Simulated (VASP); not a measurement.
## AlN: single point with PBEsol

The system is AlN.

```
Al N
1.0
    -3.11356    0.00000    0.00000
     0.00000    5.39284    0.00000
     1.55678   -2.69642   -4.98335
Al N
4 4
Cartesian
  -1.6096 -0.8923 -4.9758
  -0.0528 1.8041 -4.9758
  0.0528 3.5887 -2.4841
  -1.5040 0.8923 -2.4841
  -1.5096 -0.8848 -3.0723
  0.0472 1.8116 -3.0723
  -0.0472 3.5812 -0.5806
  -1.6040 0.8848 -0.5806
```

This cell differs from its parent crystal: atoms displaced along a vibrational mode.

```yaml
Program: VASP 6.6.1
Task: single point
Functional: PBEsol
Potentials_or_basis: VASP PAW PBE potentials, release 64 (Al, N)
Cutoff: 520 eV
k_mesh: 8 × 8 × 8
Occupations: gaussian, width 0.05 eV
Spin: no spin polarisation
Dipole_correction: no
Further_INCAR_settings: ALGO = Normal; EDIFF = 1e-07; NBANDS = 26
```

```
Pressure               : 0.0 GPa
Largest force          : 0.395 eV/Å
Band gap on the k mesh : 4.08 eV
```

Forces in eV/Å, atoms in the order of the input:
```
Al   0.283 -0.274  0.026
Al   0.283 -0.274  0.026
Al  -0.283  0.274  0.026
Al  -0.283  0.274  0.026
N   -0.136 -0.316 -0.026
N   -0.136 -0.316 -0.026
N    0.136  0.316 -0.026
N    0.136  0.316 -0.026
```

Stress tensor (GPa, compression positive):
```
-1.78 -0.23  0.00
-0.23  1.75  0.00
 0.00  0.00  0.04
```

Levels at points of the mesh, in eV from the valence-band top:
| k point | band 14 | band 15 | band 16 | band 17 | band 18 | band 19 |
| --- | --- | --- | --- | --- | --- | --- |
| (0.00, 0.00, 0.00) | -0.33 | -0.16 | 0.00 | 4.08 | 5.09 | 5.09 |
| (0.50, 0.00, 0.00) | -2.12 | -0.88 | -0.88 | 5.97 | 5.97 | 7.16 |
| (0.00, 0.50, 0.00) | -0.69 | -0.57 | -0.57 | 5.85 | 5.85 | 7.22 |
| (0.50, 0.50, 0.00) | -1.31 | -1.31 | -0.71 | 5.10 | 5.10 | 5.31 |
| (0.50, 0.50, 0.50) | -1.45 | -1.45 | -0.77 | 5.25 | 5.25 | 5.59 |
| (0.00, 0.00, 0.50) | -0.62 | -0.53 | -0.53 | 5.62 | 5.76 | 6.33 |

Run time: 4.1 min on 1 thread of Intel(R) Xeon(R) Platinum 8488C (Sapphire Rapids), on a shared host, peak memory 0.36 GiB.

Caveat: the cell differs from its parent crystal (atoms displaced along a vibrational mode); the PAW data sets were made with another functional, which shifts forces and pressure a little. A k mesh can miss the band edges.
